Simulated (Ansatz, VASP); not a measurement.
**AlP in VASP and in Ansatz**

```
Al P
1.0
     0.00000    2.80780    2.80780
     2.80780    0.00000    2.80780
     2.80780    2.80780    0.00000
Al P
1 1
Direct
  0.00000 0.00000 0.00000
  0.25000 0.25000 0.25000
```

Alike in both runs: task single point; functional PBE; k mesh 6 × 6 × 6; no spin polarisation.

|  | VASP | Ansatz |
| --- | --- | --- |
| version | VASP 6.6.1 | Ansatz 0.2.0 |
| potentials or method | VASP PAW PBE potentials, release 64 (Al, P) | plane waves, PAW |
| plane-wave cutoff (eV) | 500 | 420 |
| occupations | gaussian, width 0.01 eV | fixed |
| valence electrons in the cell | 8 | 8 |

Ansatz gave:

```
gap on the k mesh at the Fermi level (eV) : 1.73
pressure (GPa)                            : -4.2
```

Which values does VASP return?

gap on the k mesh at the Fermi level (eV): 1.73; pressure (GPa): -4.3.
